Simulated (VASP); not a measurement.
Write the native input for VASP 6.6.1 that does the following.

```yaml
Task: single point
Functional: r2SCAN
Potentials_or_basis: VASP PAW PBE potentials, release 64 (Rh_pv)
Cutoff: 520 eV
k_mesh: 22 × 22 × 22
Occupations: gaussian, width 0.15 eV
Spin: no spin polarisation
Dipole_correction: no
Further_INCAR_settings: ALGO = Normal; EDIFF = 1e-07; NBANDS = 14
```

Crystal: Rh.

```
CELL_PARAMETERS angstrom
0.00000 1.85401 1.94909
1.85401 0.00000 1.94909
1.85401 1.85401 0.00000
ATOMIC_POSITIONS crystal
Rh 0.00000 0.00000 0.00000
```

This cell differs from its parent crystal: strain -0.025 along x and y, +0.025 along z.

These files were run (other wordings do the same):

POSCAR

```
Rh
1.0
    0.0000000000      1.8540112500      1.9490887500
    1.8540112500      0.0000000000      1.9490887500
    1.8540112500      1.8540112500      0.0000000000
Rh
1
Direct
    0.0000000000      0.0000000000      0.0000000000
```

INCAR.step1

```
SYSTEM = Rh
  ALGO = Normal
  EDIFF = 1E-4
  ENCUT = 520
  GGA = PE
  ISMEAR = 0
  LASPH = .True.
  LCHARG = .False.
  LREAL = .False.
  LWAVE = .True.
  NBANDS = 14
  NELM = 80
  PREC = Accurate
  SIGMA = 0.15
```

INCAR.step2

```
SYSTEM = Rh
  ALGO = Normal
  EDIFF = 1E-7
  ENCUT = 520
  ISIF = 2
  ISMEAR = 0
  ISTART = 1
  LASPH = .True.
  LCHARG = .False.
  LMIXTAU = .True.
  LREAL = .False.
  LWAVE = .False.
  METAGGA = R2SCAN
  NBANDS = 14
  NELM = 80
  PREC = Accurate
  SIGMA = 0.15
```

KPOINTS

```
k-points
0
Gamma
  22 22 22
  0 0 0
```

Potentials or basis: VASP PAW PBE potentials, release 64 (Rh_pv).

Command:

```console
$ cat potpaw_PBE.64/Rh_pv/POTCAR > POTCAR
$ cp INCAR.step1 INCAR
$ mpirun -np 1 vasp_std > vasp.out
$ cp INCAR.step2 INCAR
$ mpirun -np 1 vasp_std > vasp.out
```

Results of the run:

The pressure is 8.9 GPa.

Caveat: the cell differs from its parent crystal (strain -0.025 along x and y, +0.025 along z); the PAW data sets were made with another functional, which shifts forces and pressure a little.

Run time: 4 min on 1 thread of Intel(R) Xeon(R) 6975P-C (Granite Rapids) (shared host), peak memory 0.24 GiB.
